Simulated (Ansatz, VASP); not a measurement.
**Mg2NCl: VASP beside Ansatz**

Contents of INCAR:

```
SYSTEM = Mg2NCl
ALGO     = Normal         ! electronic algorithm
EDIFF    = 1E-6           ! SCF threshold, eV
ENCUT    = 520            ! plane-wave cutoff, eV
GGA      = PE             ! functional
ISIF     = 2              ! what is computed and relaxed
ISMEAR   = 0              ! smearing method
LASPH    = .TRUE.         ! aspherical terms in the spheres
LCHARG   = .FALSE.        ! write CHGCAR
LREAL    = .FALSE.        ! projectors in reciprocal space
LWAVE    = .FALSE.        ! write WAVECAR
NBANDS   = 16             ! bands
NELM     = 80             ! most SCF steps
PREC     = Accurate       ! precision mode
SIGMA    = 0.01           ! smearing width, eV
```

File KPOINTS:

```
k-points
0
G
  8 8 8
  0 0 0
```

Contents of POSCAR:

```
Mg2NCl
1.0
    1.6429019794      0.9485299000      5.9468736526
   -1.6429019794      0.9485299000      5.9468736526
    0.0000000000     -1.8970598001      5.9468736526
Mg N Cl
2 1 1
Direct
    0.2227874665      0.2227874665      0.2227874665
    0.7772125335      0.7772125335      0.7772125335
    0.5000000000      0.5000000000      0.5000000000
    0.0000000000      0.0000000000      0.0000000000
```

Input for Ansatz:

```yaml
crystal:
  lattice:
    - [1.6429019794, 0.9485299, 5.9468736526]
    - [-1.6429019794, 0.9485299, 5.9468736526]
    - [0.0, -1.8970598001, 5.9468736526]
  atoms:
    - { symbol: Mg, position: [0.2227874665, 0.2227874665, 0.2227874665] }
    - { symbol: Mg, position: [0.7772125335, 0.7772125335, 0.7772125335] }
    - { symbol: "N", position: [0.5, 0.5, 0.5] }
    - { symbol: Cl, position: [0.0, 0.0, 0.0] }
kpoints:
  mp_grid: { grid: [8, 8, 8] }
hamiltonian:
  xc: pbe
scf:
  occupations: { method: fixed }
  n_extra_bands: 5
output:
  forces: true
  stress: true
  eigenvalues: true
```

Alike in both runs: task single point; functional PBE; k mesh 8 × 8 × 8; no spin polarisation.

|  | VASP | Ansatz |
| --- | --- | --- |
| version | VASP 6.6.1 | Ansatz 0.2.0 |
| potentials or method | VASP PAW PBE potentials, release 64 (Mg, N, Cl) | plane waves, PAW |
| plane-wave cutoff (eV) | 520 | 420 |
| occupations | gaussian, width 0.01 eV | fixed |
| valence electrons in the cell | 16 | 32 |

```tsv
	VASP	Ansatz	Ansatz less VASP
gap on the k mesh at the Fermi level (eV)	2.41	2.45	+0.042
pressure (GPa)	2.5	2.8	+0.34
traceless stress, the component that is largest in VASP (GPa)	-0.46	-0.34	+0.114
rms of the force components (eV/Å)	0.032	0.053	+0.0201
```

Atom by atom the forces differ by 0.020 eV/Å (rms over components). VASP's potentials hold 16 valence electrons a cell and Ansatz's 32, so a difference there can come from the potentials and not from the codes.
